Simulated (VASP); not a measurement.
Input of a VASP 6.6.1 run:

Contents of INCAR:

```
SYSTEM = SnO2
PREC     = Accurate       ! precision mode
ENCUT    = 600            ! plane-wave cutoff, eV
EDIFF    = 1E-6           ! SCF threshold, eV
ISMEAR   = 0              ! smearing method
SIGMA    = 0.02           ! smearing width, eV
LREAL    = .FALSE.        ! projectors in reciprocal space
LASPH    = .TRUE.         ! aspherical terms in the spheres
NELM     = 120            ! most SCF steps
ALGO     = Normal         ! electronic algorithm
ISIF     = 2              ! what is computed and relaxed
LWAVE    = .FALSE.        ! write WAVECAR
LCHARG   = .FALSE.        ! write CHGCAR
GGA      = PS             ! functional
NBANDS   = 35             ! bands
GGA_COMPAT= .FALSE.
```

The input KPOINTS:

```
regular mesh
0
G
  10 10 10
  0 0 0
```

The input POSCAR:

```
SnO2
1.0
   -2.0000686112      2.0000686112      5.1236788559
    2.0000686112     -2.0000686112      5.1236788559
    2.0000686112      2.0000686112     -5.1236788559
Sn O
2 4
Direct
    0.7500000000      0.2500000000      0.5000000000
    0.0000000000      0.0000000000      0.0000000000
    0.7965225900      0.7965225900      0.0000000000
    0.9534774100      0.4534774100      0.5000000000
    0.2034774100      0.2034774100      0.0000000000
    0.5465225900      0.0465225900      0.5000000000
```

Potentials or basis: VASP PAW PBE potentials, release 64 (Sn_d, O).

Run with:

```console
$ cat potpaw_PBE.64/Sn_d/POTCAR potpaw_PBE.64/O/POTCAR > POTCAR
$ mpirun -np 1 vasp_std > vasp.out
```

(1) What does it give for the band gap on the k mesh?

(2) Predict the largest force.

(3) Estimate the pressure.

## Answers

(1) 1.56 eV (least direct gap 1.94 eV).

(2) 0.057 eV/Å.

(3) 1.1 GPa.

Caveat: the PAW data sets were made with another functional, which shifts forces and pressure a little; spin-orbit coupling is left out, which moves the levels of the heavy elements.
